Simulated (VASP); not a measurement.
# BAs (rocksalt type) (Fm-3m) in VASP: notebook

BAs (rocksalt type) is run at these levels: PBE; tasks: single point.

Everything below comes from runs of VASP 6.6.1. Logs are shortened: lines on timing, memory, paths and dates and some standing lists are left out, and cuts for length are marked.

## Step 1: The cell of the first run

The structure is cubic, space group Fm-3m (No. 225). Conventional cell: a = 4.285 Å, b = 4.285 Å, c = 4.285 Å, α = 90.00°, β = 90.00°, γ = 90.00°. B (site symmetry m-3m) has 6 As at 2.14 Å within 2.8 Å. Within 2.8 Å of As (site symmetry m-3m) lie 6 B at 2.14 Å.

## Step 2: Single point, PBE (volume scaled by 0.8)

Contents of INCAR:

```
PREC = Accurate ; ENCUT = 520
EDIFF = 1E-7 ; ISMEAR = -1
SIGMA = 0.08 ; LREAL = F
LASPH = T ; NELM = 100
ALGO = Normal ; ISIF = 2
LWAVE = F ; LCHARG = F
GGA = PE ; NBANDS = 11
```

Contents of KPOINTS:

```
Automatic mesh
0
Gamma
  15 15 15
```

Contents of POSCAR:

```
BAs
1.0
    0.0000000000      2.1424040676      2.1424040676
    2.1424040676      0.0000000000      2.1424040676
    2.1424040676      2.1424040676      0.0000000000
B As
1 1
Direct
    0.0000000000      0.0000000000      0.0000000000
    0.5000000000      0.5000000000      0.5000000000
```

Potentials or basis: VASP PAW PBE potentials, release 64 (B, As).

The run is started by

```console
> cat potpaw_PBE.64/B/POTCAR potpaw_PBE.64/As/POTCAR > POTCAR
> mpirun -np 1 vasp_std > vasp.out
```

OUTCAR:

```text
PREC = Accurate
   ENCUT = 520
   EDIFF = 1E-7
   ISMEAR = -1
   LREAL = F
   LASPH = T
   NELM = 100
   ISIF = 2
   GGA = PE

 ion  position               nearest neighbor table
   1  0.000  0.000  0.000-   2 2.14   2 2.14   2 2.14   2 2.14   2 2.14   2 2.14
   2  0.500  0.500  0.500-   1 2.14   1 2.14   1 2.14   1 2.14   1 2.14   1 2.14

  LATTYP: Found a face centered cubic cell.
 ALAT       =     4.2848081352

  Lattice vectors:

 A1 = (   0.0000000000,   2.1424040676,   2.1424040676)
 A2 = (   2.1424040676,   0.0000000000,   2.1424040676)
 A3 = (   2.1424040676,   2.1424040676,   0.0000000000)

Analysis of symmetry for initial positions (statically):
=====================================================================
 Subroutine PRICEL returns:
 Original cell was already a primitive cell.

 Routine SETGRP: Setting up the symmetry group for a
 face centered cubic supercell.

 Subroutine GETGRP returns: Found 48 space group operations
 (whereof 48 operations were pure point group operations)
 out of a pool of 48 trial point group operations.

The static configuration has the point symmetry O_h .

Analysis of symmetry for dynamics (positions and initial velocities):
=====================================================================
 Subroutine PRICEL returns:
 Original cell was already a primitive cell.

 Routine SETGRP: Setting up the symmetry group for a
 face centered cubic supercell.

 Subroutine GETGRP returns: Found 48 space group operations
 (whereof 48 operations were pure point group operations)
 out of a pool of 48 trial point group operations.

The dynamic configuration has the point symmetry O_h .

 Subroutine INISYM returns: Found 48 space group operations
 (whereof 48 operations are pure point group operations),
 and found     1 'primitive' translations

----------------------------------------------------------------------------------------

                                     Primitive cell

  volume of cell :      19.6668

  direct lattice vectors                    reciprocal lattice vectors
     0.000000000  2.142404068  2.142404068    -0.233382679  0.233382679  0.233382679
     2.142404068  0.000000000  2.142404068     0.233382679 -0.233382679  0.233382679
     2.142404068  2.142404068  0.000000000     0.233382679  0.233382679 -0.233382679

  length of vectors
     3.029816888  3.029816888  3.029816888     0.404230657  0.404230657  0.404230657

  position of ions in fractional coordinates (direct lattice)
     0.000000000  0.000000000  0.000000000
     0.500000000  0.500000000  0.500000000
[... 79 lines left out ...]
   EDIFFG = 0.1E-05   stopping-criterion for IOM
   NSW    =      0    number of steps for IOM
   IBRION =     -1    ionic relax: 0-MD 1-quasi-New 2-CG
   NFREE  =      0    steps in history (QN), initial steepest desc. (CG)
   ISIF   =      2    stress and relaxation
   ISYM   =      2    0-nonsym 1-usesym 2-fastsym
   POTIM  = 0.5000    time-step for ionic-motion
   TEBEG  =    0.0;   TEEND  =   0.0 temperature during run
   PSTRESS=    0.0 pullay stress
   NELECT =       8.0000    total number of electrons
   NUPDOWN=      -1.0000    fix difference up-down
   EMIN   =  10.00;   EMAX   =-10.00  energy-range for DOS
   EFERMI =   0.00;   METHOD = LEGACY
   ISMEAR =    -1;   SIGMA  =   0.08  broadening in eV -4-tet -1-fermi 0-gaus
   EFERMI_NEDOS =   21; number of points for ismear=-14 and -15
   IALGO  =     38    algorithm
   IMIX   =      4    mixing-type and parameters
     AMIX     =   0.40;   BMIX     =  1.00
     AMIX_MAG =   1.60;   BMIX_MAG =  1.00
  volume/ion in A,a.u.               =       9.83        66.36
  Fermi-wavevector in a.u.,A,eV,Ry     =   1.212998  2.292234 20.019127  1.471364
  Thomas-Fermi vector in A             =   2.348464
   LORBIT       =      0    0 simple, 1 ext, 2 COOP (PROOUT), +10 PAW based schemes
   GGA     = PE    functional components
   LHFCALC =     F    Hartree Fock is set to
   AEXX    =    0.0000 exact exchange contribution
   IVDW    =     0    specifies the selected vdW correction
   LEPSILON=     F    determine dielectric tensor
   LRPA    =     F    only Hartree local field effects (RPA)
 non-spin polarized calculation
  energy-cutoff  :      520.00
  volume of cell :       19.67
 maximum number of plane-waves:       540
   NGX = 11   NGY = 11   NGZ = 11

 number of electron       8.0000001 magnetization

 Free energy of the ion-electron system (eV)
  ---------------------------------------------------
  ext. energy  EPLUGINS =         0.00000000
  ---------------------------------------------------
  free energy    TOTEN  =        -9.03234145 eV

  energy without entropy =       -9.01634609  energy(sigma->0) =       -9.02434377

 E-fermi :  10.2549     XC(G=0): -12.4104

 val. band max:       10.2421198934   @ k =  -0.4667   0.2667   0.0000
 cond. band min:      10.3096793821   @ k =   0.3333   0.1333   0.0000
 fundamental gap:      0.0675594886
 Fermi energy:        10.2548581631

 k-point     1 :       0.0000    0.0000    0.0000
  band No.  band energies     occupation
      1      -8.1972      2.00000
      2      10.1048      1.73422
      3      10.1048      1.73422
      4      10.1048      1.73422
      5      17.1265      0.00000
      6      19.1984      0.00000
      7      19.1984      0.00000
      8      19.1984      0.00000
      9      19.5059      0.00000
     10      19.5059      0.00000
     11      19.5059      0.00000
[... 309 lines left out ...]
 k-point    24 :       0.2000    0.1333    0.0000
  band No.  band energies     occupation
      1      -7.2913      2.00000
      2       7.4545      2.00000
      3       8.4803      2.00000
      4       9.7216      1.99746
      5      12.9110      0.00000
      6      16.6764      0.00000
      7      19.2489      0.00000
      8      19.3489      0.00000
      9      19.7773      0.00000
     10      22.7714      0.00000
     11      22.8142      0.00000

 [... further k-points ...]
[... 5 lines left out ...]
  --------------------------------------------------------------------------------------
  -------------------------------------------------------------------------------------
  Total        5.8001923      5.8001923      5.8001923      0.0000000      0.0000000     -0.0000000
  in kB      472.5185140    472.5185140    472.5185140      0.0000000      0.0000000     -0.0000000
  external PRESSURE =     472.5185140 kB  Pullay stress =       0.0000000 kB

 VOLUME and BASIS-vectors are now :
 -----------------------------------------------------------------------------
  energy-cutoff  :      520.00
  volume of cell :       19.67
      direct lattice vectors                 reciprocal lattice vectors
     0.000000000  2.142404068  2.142404068    -0.233382679  0.233382679  0.233382679
     2.142404068  0.000000000  2.142404068     0.233382679 -0.233382679  0.233382679
     2.142404068  2.142404068  0.000000000     0.233382679  0.233382679 -0.233382679

 POSITION                                       TOTAL-FORCE (eV/Angst)
 -----------------------------------------------------------------------------------
      0.00000      0.00000      0.00000         0.000000     -0.000000      0.000000
      2.14240      2.14240      2.14240         0.000000      0.000000      0.000000
 -----------------------------------------------------------------------------------
    total drift:                                0.000000     -0.000000     -0.000000

  FREE ENERGIE OF THE ION-ELECTRON SYSTEM (eV)
  ---------------------------------------------------
  free  energy   TOTEN  =        -9.0323414470 eV

  energy  without entropy=       -9.0163460902  energy(sigma->0) =       -9.02434377
```

stdout:

```text
POSCAR found type information on POSCAR B As
 POSCAR found :  2 types and       2 ions
 scaLAPACK will be used
 LDA part: xc-table for (Slater+PW92), standard interpolation
 POSCAR, INCAR and KPOINTS ok, starting setup
 FFT: planning ... GRIDC
 FFT: planning ... GRID_SOFT
 FFT: planning ... GRID
 WAVECAR not read
 entering main loop
```

It took 11 s on 1 thread of Intel Xeon Platinum 8488C (Sapphire Rapids), shared host; peak memory 0.15 GiB.

What came out:

```
Free energy            : -9.0323 eV
Pressure               : 47.3 GPa
Band gap on the k mesh : zero (band 4 reaches 11.62 eV, above the bottom of band 5 at 7.40 eV)
```

## Step 3: Single point, PBE (volume scaled by 0.88)

Contents of INCAR:

```
SYSTEM = BAs
PREC     = Accurate       ! precision mode
ENCUT    = 520            ! plane-wave cutoff, eV
EDIFF    = 1E-7           ! SCF threshold, eV
ISMEAR   = -1             ! smearing method
SIGMA    = 0.08           ! smearing width, eV
LREAL    = .False.        ! projectors in reciprocal space
LASPH    = .True.         ! aspherical terms in the spheres
NELM     = 100            ! most SCF steps
ALGO     = Normal         ! electronic algorithm
ISIF     = 2              ! what is computed and relaxed
LWAVE    = .False.        ! write WAVECAR
LCHARG   = .True.         ! write CHGCAR
GGA      = PE             ! functional
LELF     = .True.         ! ELF
LVHAR    = .True.       
NBANDS   = 11             ! bands
```

Contents of KPOINTS:

```
regular mesh
0
Gamma
  15 15 15
  0 0 0
```

Contents of POSCAR:

```
BAs
1.0
    0.0000000000      2.2115611183      2.2115611183
    2.2115611183      0.0000000000      2.2115611183
    2.2115611183      2.2115611183      0.0000000000
B As
1 1
Direct
    0.0000000000      0.0000000000      0.0000000000
    0.5000000000      0.5000000000      0.5000000000
```

Potentials or basis: VASP PAW PBE potentials, release 64 (B, As).

The run is started by

```console
> cat potpaw_PBE.64/B/POTCAR potpaw_PBE.64/As/POTCAR > POTCAR
> mpirun -np 1 vasp_std > vasp.out
```

It took 11 s on 1 thread of Intel Xeon Platinum 8488C (Sapphire Rapids), shared host; peak memory 0.16 GiB.

The run converged. Its results:

| Quantity | Value |
| --- | --- |
| Free energy | -9.4501 eV |
| Pressure | 22.5 GPa |
| Band gap on the k mesh | zero (band 4 reaches 10.32 eV, above the bottom of band 5 at 5.80 eV) |

Levels at points of the mesh, in eV from the Fermi level:
```csv
k point,band 2,band 3,band 4,band 5,band 6,band 7
"(0.00, 0.00, 0.00)",-0.10,-0.10,-0.10,5.28,8.53,8.53
```

(Part 1 of 2 ends here.)
